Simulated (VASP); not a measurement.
# Pt in VASP: single point with r2SCAN

Aim: the single point of Pt with r2SCAN.

All numbers are computed with VASP 6.6.1; they aren't measurements. Logs are shortened: lines on timing, memory, paths and dates and some standing lists are left out, and cuts for length are marked.

### Step 1. The cell of the first run

The cell holds a slab with vacuum, 6 atoms: a = 2.786 Å, b = 2.786 Å, c = 26.374 Å, α = 90.00°, β = 90.00°, γ = 120.00°.

### Step 2. Single point, r2SCAN

POSCAR reads:

```
Pt
1.0
    2.7861346169      0.0000000000      0.0000000000
   -1.3930673085      2.4128633566      0.0000000000
    0.0000000000      0.0000000000     26.3743469435
Pt
6
Direct
    0.6666666667      0.3333333333      0.2843672306
    0.3333333333      0.6666666667      0.3706203384
    0.0000000000      0.0000000000      0.4568734461
    0.6666666667      0.3333333333      0.5431265539
    0.3333333333      0.6666666667      0.6293796616
    0.0000000000      0.0000000000      0.7156327694
```

INCAR.step1 reads:

```
PREC = Accurate
ENCUT = 520
ISMEAR = 0
SIGMA = 0.1
LREAL = False
LASPH = True
NELM = 60
LDIPOL = True
IDIPOL = 3
DIPOL = 0.5 0.5 0.500
NBANDS = 39
GGA = PE
ALGO = Normal
EDIFF = 1E-4
LWAVE = True
LCHARG = False
```

INCAR.step2 reads:

```
PREC = Accurate
ENCUT = 520
EDIFF = 1E-6
ISMEAR = 0
SIGMA = 0.1
LREAL = False
LASPH = True
NELM = 60
ALGO = Normal
ISIF = 2
LWAVE = False
LCHARG = False
LDIPOL = True
IDIPOL = 3
DIPOL = 0.5 0.5 0.500
METAGGA = R2SCAN
LMIXTAU = True
NBANDS = 39
ISTART = 1
```

KPOINTS reads:

```
regular mesh
0
Gamma
  15 15 1
```

Potentials or basis: VASP PAW PBE potentials, release 64 (Pt).

Command:

```sh
$ cat potpaw_PBE.64/Pt/POTCAR > POTCAR
$ cp INCAR.step1 INCAR
$ mpirun -np 1 vasp_std > vasp.out
$ cp INCAR.step2 INCAR
$ mpirun -np 1 vasp_std > vasp.out
```

OUTCAR:

```text
PREC = Accurate
   ENCUT = 520
   EDIFF = 1E-6
   ISMEAR = 0
   LREAL = False
   LASPH = True
   NELM = 60
   ISIF = 2
   METAGGA = R2SCAN
   ISTART = 1

 ion  position               nearest neighbor table
   1  0.667  0.333  0.284-   2 2.79   2 2.79   2 2.79
   2  0.333  0.667  0.371-   3 2.79   3 2.79   3 2.79   1 2.79   1 2.79   1 2.79
   3  0.000  0.000  0.457-   2 2.79   2 2.79   2 2.79   4 2.79   4 2.79   4 2.79
   4  0.667  0.333  0.543-   5 2.79   5 2.79   5 2.79   3 2.79   3 2.79   3 2.79
   5  0.333  0.667  0.629-   4 2.79   4 2.79   4 2.79   6 2.79   6 2.79   6 2.79
   6  0.000  0.000  0.716-   5 2.79   5 2.79   5 2.79

  LATTYP: Found a hexagonal cell.
 ALAT       =     2.7861346169
 C/A-ratio  =     9.4662859373

  Lattice vectors:

 A1 = (   2.7861346169,   0.0000000000,   0.0000000000)
 A2 = (  -1.3930673085,   2.4128633566,   0.0000000000)
 A3 = (   0.0000000000,   0.0000000000,  26.3743469435)

Analysis of symmetry for initial positions (statically):
=====================================================================
 Subroutine PRICEL returns:
 Original cell was already a primitive cell.

 Routine SETGRP: Setting up the symmetry group for a
 hexagonal supercell.

 Subroutine GETGRP returns: Found 12 space group operations
 (whereof  6 operations were pure point group operations)
 out of a pool of 24 trial point group operations.

The static configuration has the point symmetry C_3v.
 The point group associated with its full space group is D_3d.

Analysis of symmetry for dynamics (positions and initial velocities):
=====================================================================
 Subroutine PRICEL returns:
 Original cell was already a primitive cell.

 Routine SETGRP: Setting up the symmetry group for a
 hexagonal supercell.

 Subroutine GETGRP returns: Found 12 space group operations
 (whereof  6 operations were pure point group operations)
 out of a pool of 24 trial point group operations.

The dynamic configuration has the point symmetry C_3v.
 The point group associated with its full space group is D_3d.

 Subroutine INISYM returns: Found 12 space group operations
 (whereof  6 operations are pure point group operations),
 and found     1 'primitive' translations

----------------------------------------------------------------------------------------

                                     Primitive cell

  volume of cell :     177.3032

  direct lattice vectors                    reciprocal lattice vectors
     2.786134617  0.000000000  0.000000000     0.358920202  0.207222675  0.000000000
    -1.393067309  2.412863357  0.000000000     0.000000000  0.414445351  0.000000000
     0.000000000  0.000000000 26.374346944     0.000000000  0.000000000  0.037915631

  length of vectors
     2.786134617  2.786134617 26.374346944     0.414445351  0.414445351  0.037915631

  position of ions in fractional coordinates (direct lattice)
     0.666666667  0.333333333  0.284367231
     0.333333333  0.666666667  0.370620338
     0.000000000  0.000000000  0.456873446
     0.666666667  0.333333333  0.543126554
     0.333333333  0.666666667  0.629379662
     0.000000000  0.000000000  0.715632769

  ion indices of the primitive-cell ions
   primitive index   ion index
                 1           1
                 2           2
                 3           3
                 4           4
                 5           5
                 6           6

----------------------------------------------------------------------------------------

 KPOINTS: regular mesh

Automatic generation of k-mesh.
 Grid dimensions read from file:
 generate k-points for:   15   15    1

 Generating k-lattice:

  Cartesian coordinates                     Fractional coordinates (reciprocal lattice)
     0.023928013  0.013814845  0.000000000     0.066666667  0.000000000  0.000000000
     0.000000000  0.027629690  0.000000000     0.000000000  0.066666667  0.000000000
     0.000000000  0.000000000  0.037915631     0.000000000  0.000000000  1.000000000

  Length of vectors
     0.027629690  0.027629690  0.037915631

  Shift w.r.t. Gamma in fractional coordinates (k-lattice)
     0.000000000  0.000000000  0.000000000

 Subroutine IBZKPT returns following result:
 ===========================================

 Found     27 irreducible k-points:

 Following reciprocal coordinates:
            Coordinates               Weight
  0.000000  0.000000  0.000000      1.000000
  0.066667  0.000000  0.000000      6.000000
  0.133333  0.000000  0.000000      6.000000
  0.200000 -0.000000  0.000000      6.000000
  0.266667  0.000000  0.000000      6.000000
  0.333333  0.000000  0.000000      6.000000
[... 16 lines left out ...]
  0.333333  0.200000  0.000000     12.000000
  0.400000  0.200000  0.000000      6.000000
 [... further k-points ...]
   k-points           NKPTS =     27   k-points in BZ     NKDIM =     27   number of bands    NBANDS=     39
   number of dos      NEDOS =    301   number of ions     NIONS =      6
   total plane-waves  NPLWV = 112896
   dimension x,y,z NGX =    24 NGY =   24 NGZ =  196
   dimension x,y,z NGXF=    48 NGYF=   48 NGZF=  392
   ions per type =               6
   NGX,Y,Z   is equivalent  to a cutoff of  14.32, 14.32, 12.35 a.u.
   NGXF,Y,Z  is equivalent  to a cutoff of  28.64, 28.64, 24.71 a.u.
 SYSTEM =  unknown system
   PREC   = accura    normal or accurate (medium, high low for compatibility)
   ISTART =      1    job   : 0-new  1-cont  2-samecut
   ICHARG =      0    charge: 1-file 2-atom 10-const
   ISPIN  =      1    spin polarized calculation?
   LNONCOLLINEAR =      F non collinear calculations
   LSORBIT =      F    spin-orbit coupling
   LASPH  =      T    aspherical Exc in radial PAW
   ENCUT  =  520.0 eV  38.22 Ry    6.18 a.u.   5.18  5.18 49.04*2*pi/ulx,y,z
   NELM   =     60;   NELMIN=  2; NELMDL=  0     # of ELM steps
   EDIFF  = 0.1E-05   stopping-criterion for ELM
   LREAL  =      F    real-space projection
   EDIFFG = 0.1E-04   stopping-criterion for IOM
   NSW    =      0    number of steps for IOM
   IBRION =     -1    ionic relax: 0-MD 1-quasi-New 2-CG
   NFREE  =      0    steps in history (QN), initial steepest desc. (CG)
   ISIF   =      2    stress and relaxation
   ISYM   =      2    0-nonsym 1-usesym 2-fastsym
   POTIM  = 0.5000    time-step for ionic-motion
   TEBEG  =    0.0;   TEEND  =   0.0 temperature during run
   PSTRESS=    0.0 pullay stress
   NELECT =      60.0000    total number of electrons
   NUPDOWN=      -1.0000    fix difference up-down
   EMIN   =  10.00;   EMAX   =-10.00  energy-range for DOS
   EFERMI =   0.00;   METHOD = LEGACY
   ISMEAR =     0;   SIGMA  =   0.10  broadening in eV -4-tet -1-fermi 0-gaus
   EFERMI_NEDOS =   21; number of points for ismear=-14 and -15
   IALGO  =     38    algorithm
   IMIX   =      4    mixing-type and parameters
     AMIX     =   0.40;   BMIX     =  1.00
     AMIX_MAG =   1.60;   BMIX_MAG =  1.00
  volume/ion in A,a.u.               =      29.55       199.42
  Fermi-wavevector in a.u.,A,eV,Ry     =   1.140827  2.155850 17.707791  1.301486
  Thomas-Fermi vector in A             =   2.277528
   LORBIT       =      0    0 simple, 1 ext, 2 COOP (PROOUT), +10 PAW based schemes
   METAGGA = R2SCAN    functional components
   LHFCALC =     F    Hartree Fock is set to
   AEXX    =    0.0000 exact exchange contribution
   IVDW    =     0    specifies the selected vdW correction
   LEPSILON=     F    determine dielectric tensor
   LRPA    =     F    only Hartree local field effects (RPA)
 non-spin polarized calculation
 Gauss-broadening in eV      SIGMA  =   0.10
  energy-cutoff  :      520.00
  volume of cell :      177.30
 maximum number of plane-waves:      4807
 NGX is ok and might be reduce to    24
   NGX = 11   NGY = 11   NGZ = 99

 number of electron      60.0000001 magnetization

 dipolmoment           0.000000      0.000000     -0.000000 electrons x Angstroem

 Free energy of the ion-electron system (eV)
  ---------------------------------------------------
  ext. energy  EPLUGINS =         0.00000000
  ---------------------------------------------------
  free energy    TOTEN  =      -307.64746506 eV

  energy without entropy =     -307.59903386  energy(sigma->0) =     -307.62324946

 E-fermi :   2.7250     XC(G=0):  -8.1217

 val. band max:        2.7234137459   @ k =   0.0000   0.0000   0.0000
 cond. band min:       2.7275719665   @ k =   0.4667   0.0667   0.0000
 fundamental gap:      0.0041582206
 Fermi energy:         2.7250487759

 k-point     1 :       0.0000    0.0000    0.0000
  band No.  band energies     occupation
      1      -7.3273      2.00000
      2      -6.5594      2.00000
      3      -5.5999      2.00000
      4      -4.8638      2.00000
      5      -4.4942      2.00000
      6      -4.4511      2.00000
[... 31 lines left out ...]
     38       8.4485      0.00000
     39       8.6240      0.00000

 k-point     2 :       0.0667    0.0000    0.0000
  band No.  band energies     occupation
      1      -7.1655      2.00000
      2      -6.4012      2.00000
      3      -5.4416      2.00000
      4      -4.7061      2.00000
      5      -4.3404      2.00000
      6      -4.2945      2.00000
[... 31 lines left out ...]
     38       8.5654      0.00000
     39       8.7099      0.00000

 k-point     3 :       0.1333    0.0000    0.0000
  band No.  band energies     occupation
      1      -6.6991      2.00000
      2      -5.9519      2.00000
      3      -5.0009      2.00000
      4      -4.2727      2.00000
      5      -3.9156      2.00000
      6      -3.8626      2.00000
[... 832 lines left out ...]
 k-point    23 :       0.3333    0.2000    0.0000
  band No.  band energies     occupation
      1      -3.6219      2.00000
      2      -3.5762      2.00000
      3      -3.1216      2.00000
      4      -3.0883      2.00000
      5      -2.9572      2.00000
      6      -2.6902      2.00000
[... 31 lines left out ...]
     38       9.8201      0.00000
     39      10.0328      0.00000

 k-point    24 :       0.4000    0.2000    0.0000
  band No.  band energies     occupation
      1      -3.6258      2.00000
      2      -3.6156      2.00000
      3      -3.0831      2.00000
      4      -3.0775      2.00000
      5      -3.0665      2.00000
      6      -2.7019      2.00000
[... 31 lines left out ...]
     38       9.2787      0.00000
     39       9.8354      0.00000

 [... further k-points ...]

------------------------ aborting loop because EDIFF is reached ----------------------------------------

 vacuum level on the upper side and lower side of the slab       (xc-potential included)         0.011         0.011

  FORCE on cell =-STRESS in cart. coord.  units (eV):
  Direction    XX          YY          ZZ          XY          YZ          ZX
  --------------------------------------------------------------------------------------
  -------------------------------------------------------------------------------------
  Total       -4.4463302     -4.4463302      0.5902856      0.0000000      0.0000000      0.0000000
  in kB      -40.1786887    -40.1786887      5.3340398      0.0000000      0.0000000      0.0000000
  external PRESSURE =     -25.0077792 kB  Pullay stress =       0.0000000 kB

 VOLUME and BASIS-vectors are now :
 -----------------------------------------------------------------------------
  energy-cutoff  :      520.00
  volume of cell :      177.30
      direct lattice vectors                 reciprocal lattice vectors
     2.786134617  0.000000000  0.000000000     0.358920202  0.207222675  0.000000000
    -1.393067309  2.412863357  0.000000000     0.000000000  0.414445351  0.000000000
     0.000000000  0.000000000 26.374346944     0.000000000  0.000000000  0.037915631

 POSITION                                       TOTAL-FORCE (eV/Angst)
 -----------------------------------------------------------------------------------
      1.39307      0.80429      7.50000         0.000000      0.000000     -0.204659
     -0.00000      1.60858      9.77487         0.000000      0.000000      0.242362
      0.00000      0.00000     12.04974         0.000000      0.000000      0.020456
      1.39307      0.80429     14.32461        -0.000000      0.000000     -0.020456
     -0.00000      1.60858     16.59948         0.000000     -0.000000     -0.242362
      0.00000      0.00000     18.87435        -0.000000      0.000000      0.204659
 -----------------------------------------------------------------------------------
    total drift:                               -0.000000      0.000000      0.000000

  FREE ENERGIE OF THE ION-ELECTRON SYSTEM (eV)
  ---------------------------------------------------
  free  energy   TOTEN  =      -307.6474650557 eV

  energy  without entropy=     -307.5990338597  energy(sigma->0) =     -307.62324946

 vacuum level on the upper side and lower side of the slab         8.536         8.536
```

Run time: 22 min. Hardware: 1 thread of Intel Xeon Platinum 8259CL at 2.50GHz (Skylake/Cascade Lake), shared host; peak memory 0.45 GiB.

Results:

```yaml
Free_energy: -307.6475 eV
Largest_force: 0.242 eV/Å
Band_gap_on_the_k_mesh: zero (band 30 reaches 3.27 eV, above the bottom of band 31 at 1.75 eV)
```

Forces in eV/Å, atoms in the order of the input:
```
Pt   0.000  0.000 -0.205
Pt   0.000  0.000  0.242
Pt   0.000  0.000  0.020
Pt   0.000  0.000 -0.020
Pt   0.000  0.000 -0.242
Pt   0.000  0.000  0.205
```

Caveat: the PAW data sets were made with another functional, which shifts forces and pressure a little; spin-orbit coupling is left out, which moves the levels of the heavy elements.
